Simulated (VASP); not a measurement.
Runs of VASP 6.6.1 on ErBe. The structure is that of space group Pm-3m (No. 221), or close to it. The cells are those of the table. 

```tsv
cell	gap on the mesh (eV)	pressure (GPa)
a = 3.335 Å, 2 atoms	none	(a)
a = 3.435 Å, 2 atoms	none	(b)
a = 3.369 Å, 2 atoms	none	0.3
a = 3.402 Å, 2 atoms	none	-1.5
a = 3.478 Å, 2 atoms	none	-5.1
```

Alike in all rows: task single point; level PBE; potentials or basis VASP PAW PBE potentials, release 64 (Er_3, Be), 4f in core; no spin polarisation; k mesh 14 × 14 × 14; cutoff (eV) 600; smearing gaussian 0.1 eV.

Question: Estimate the missing entries.

Answer: (a) 2.4; (b) -3.2.

Caveats: spin-orbit coupling is left out, which moves the levels of the heavy elements; the 4f electrons are frozen in the core, so they carry no moment and show no levels; the cell stands under tension (at least some runs).

A k mesh can miss the band edges, and the runs leave out spin-orbit coupling on Er.

A gap of «none» marks levels without a gap at the run's occupations.
